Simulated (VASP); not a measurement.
Write the native input for VASP 6.6.1 that does the following.

| Item | Value |
| --- | --- |
| Task | single point |
| Functional | PBEsol |
| Potentials or basis | VASP PAW PBE potentials, release 64 (B) |
| Cutoff | 520 eV |
| k mesh | 6 × 6 × 6 |
| Occupations | gaussian, width 0.1 eV |
| Spin | no spin polarisation |
| Dipole correction | no |
| Further INCAR settings | ALGO = Normal; EDIFF = 1e-06; NBANDS = 30 |

The structure of B lies in POSCAR:

```
B
1.0
    2.4589500000      1.4196750000      4.1935000000
   -2.4589500000      1.4196750000      4.1935000000
    0.0000000000     -2.8393510000      4.1935000000
B
12
Direct
    0.0101900000      0.6536100000      0.0101900000
    0.0101900000      0.0101900000      0.6536100000
    0.6536100000      0.0101900000      0.0101900000
    0.9898100000      0.3463900000      0.9898100000
    0.3463900000      0.9898100000      0.9898100000
    0.9898100000      0.9898100000      0.3463900000
    0.2211800000      0.6306000000      0.2211800000
    0.2211800000      0.2211800000      0.6306000000
    0.6306000000      0.2211800000      0.2211800000
    0.7788200000      0.3694000000      0.7788200000
    0.3694000000      0.7788200000      0.7788200000
    0.7788200000      0.7788200000      0.3694000000
```

One way to write it, as run:

INCAR

```
PREC = Accurate
ENCUT = 520
EDIFF = 1E-6
ISMEAR = 0
SIGMA = 0.1
LREAL = False
LASPH = True
NELM = 60
ALGO = Normal
ISIF = 2
LWAVE = False
LCHARG = False
GGA = PS
NBANDS = 30
```

KPOINTS

```
regular mesh
0
Gamma
  6 6 6
```

Potentials or basis: VASP PAW PBE potentials, release 64 (B).

The run is started by

```console
$ cat potpaw_PBE.64/B/POTCAR > POTCAR
$ mpirun -np 1 vasp_std > vasp.out
```

Results of the run:

```yaml
Pressure: -4.9 GPa
Largest_force: 0.197 eV/Å
Band_gap_on_the_k_mesh: 1.40 eV, indirect (least direct gap 1.76 eV)
```

Caveat: the PAW data sets were made with another functional, which shifts forces and pressure a little.

Run time: 76 s on 1 thread of Intel(R) Xeon(R) Platinum 8488C (Sapphire Rapids) (shared host), peak memory 0.24 GiB.
